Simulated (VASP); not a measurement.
SnGe5: single point with PBE

SnGe5:

```
Sn Ge
1.0
     2.00997   -6.52583    0.00000
     2.00997    6.52583    0.00000
     0.00000    0.00000    4.78313
Sn Ge
1 5
Direct
  0.00000 0.00000 0.00000
  0.50000 0.50000 0.50000
  0.32274 0.67726 0.00000
  0.16759 0.83241 0.50000
  0.83241 0.16759 0.50000
  0.67726 0.32274 0.00000
```

- Program: VASP 6.6.1
- Task: single point
- Functional: PBE
- Potentials or basis: VASP PAW PBE potentials, release 64 (Sn_d, Ge_d)
- Cutoff: 520 eV
- k mesh: 4 × 4 × 4
- Occupations: gaussian, width 0.1 eV
- Spin: no spin polarisation
- Dipole correction: no
- Further INCAR settings: ALGO = Normal; EDIFF = 1e-06; NBANDS = 51

- Pressure: 0.1 GPa
- Largest force: 0.021 eV/Å
- Band gap on the k mesh: zero (bands 42 and 43 overlap by 1.74 eV)

Forces on the atoms (eV/Å):
```
Sn   0.000  0.000  0.000
Ge   0.000  0.000  0.000
Ge   0.000  0.021  0.000
Ge   0.000 -0.008  0.000
Ge   0.000  0.008  0.000
Ge   0.000 -0.021  0.000
```

Stress tensor (GPa, compression positive):
```
-0.21  0.00  0.00
 0.00  0.27  0.00
 0.00  0.00  0.11
```

Levels at points of the mesh, in eV from the Fermi level:
| k point | band 38 | band 39 | band 40 | band 41 | band 42 | band 43 | band 44 | band 45 | band 46 | band 47 |
| --- | --- | --- | --- | --- | --- | --- | --- | --- | --- | --- |
| (0.00, 0.00, 0.00) | -2.46 | -1.96 | -1.51 | -1.08 | -0.29 | -0.22 | 0.83 | 0.85 | 2.24 | 2.98 |
| (0.50, 0.00, 0.00) | -2.58 | -2.31 | -2.21 | -2.21 | -1.80 | -0.51 | -0.35 | 1.19 | 1.30 | 1.33 |
| (0.50, 0.50, 0.00) | -4.04 | -3.80 | -3.18 | 0.22 | 0.69 | 0.72 | 1.29 | 1.56 | 1.59 | 1.83 |
| (0.00, 0.00, 0.50) | -1.03 | -0.83 | -0.77 | -0.62 | -0.51 | 0.03 | 0.08 | 1.79 | 1.96 | 2.85 |
| (0.50, 0.00, 0.50) | -5.20 | -2.80 | -2.63 | -2.60 | -2.59 | 2.01 | 2.03 | 2.19 | 2.56 | 4.45 |
| (0.50, 0.50, 0.50) | -2.42 | -1.61 | -1.47 | 0.18 | 0.51 | 1.12 | 1.12 | 1.42 | 1.94 | 1.97 |

Run time: 100 s on 1 thread of Intel(R) Xeon(R) 6975P-C (Granite Rapids), on a shared host, peak memory 0.36 GiB.

Caveat: the k points lie up to 0.41 Å⁻¹ apart, too coarse for converged energies and pressures of a metal; spin-orbit coupling is left out, which moves the levels of the heavy elements.
